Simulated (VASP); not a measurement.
Write the native input for VASP 6.6.1 that does the following.

```
Task                   : single point
Functional             : PBE
Potentials or basis    : VASP PAW PBE potentials, release 64 (Ti_sv, W_sv, N)
Cutoff                 : 600 eV
k mesh                 : 4 × 4 × 4
Occupations            : gaussian, width 0.1 eV
Spin                   : collinear spin
Starting moments       : [-1.0, -1.0, 1.0, 0.0, 0.0, 0.0, 0.0, 0.0] μB
Dipole correction      : no
Further INCAR settings : ALGO = Normal; EDIFF = 1e-06; NBANDS = 49
```

The structure of Ti3WN4 lies in POSCAR:

```
Ti3WN4
1.0
    4.6610243600      0.0000000000      0.0000000000
    0.0000000000      4.6610243600      0.0000000000
    0.0000000000      0.0000000000      4.6610243600
Ti W N
3 1 4
Direct
    0.0000000000      0.0000000000      0.5000000000
    0.5000000000      0.0000000000      0.0000000000
    0.0000000000      0.5000000000      0.0000000000
    0.5000000000      0.5000000000      0.5000000000
    0.5000000000      0.5000000000      0.0000000000
    0.0000000000      0.5000000000      0.5000000000
    0.5000000000      0.0000000000      0.5000000000
    0.0000000000      0.0000000000      0.0000000000
```

These files were run (other wordings do the same):

INCAR

```
PREC     = Accurate       # precision mode
ENCUT    = 600            # plane-wave cutoff, eV
EDIFF    = 1E-6           # SCF threshold, eV
ISMEAR   = 0              # smearing method
SIGMA    = 0.1            # smearing width, eV
LREAL    = F              # projectors in reciprocal space
LASPH    = T              # aspherical terms in the spheres
NELM     = 200            # most SCF steps
ALGO     = Normal         # electronic algorithm
ISIF     = 2              # what is computed and relaxed
LWAVE    = F              # write WAVECAR
LCHARG   = F              # write CHGCAR
ISPIN    = 2              # spin polarisation
MAGMOM   = -1 -1 1 0 0 0 0 0 # initial moments
LORBIT   = 11             # projections on sites
LMAXMIX  = 4              # l up to which the mixer works
GGA      = PE             # functional
NBANDS   = 49             # bands
GGA_COMPAT= F
```

KPOINTS

```
Automatic mesh
0
Gamma
  4 4 4
```

Potentials or basis: VASP PAW PBE potentials, release 64 (Ti_sv, W_sv, N).

Command:

```console
$ cat potpaw_PBE.64/Ti_sv/POTCAR potpaw_PBE.64/W_sv/POTCAR potpaw_PBE.64/N/POTCAR > POTCAR
$ mpirun -np 1 vasp_std > vasp.out
```

It gave:

```yaml
Pressure: -44.0 GPa
Band_gap_on_the_k_mesh: zero (filled and empty bands overlap)
Net_moment: 0.00 μB per cell
Valence_electrons_inside_the_program's_atomic_spheres: Ti 10.01; W 11.55; N 3.57
```

Caveat: the cell stands under tension; spin-orbit coupling is left out, which moves the levels of the heavy elements.

It took 9 min on 1 thread of Oxide Virtual Turin-like Processor, with other jobs on the host, peak memory 0.35 GiB.
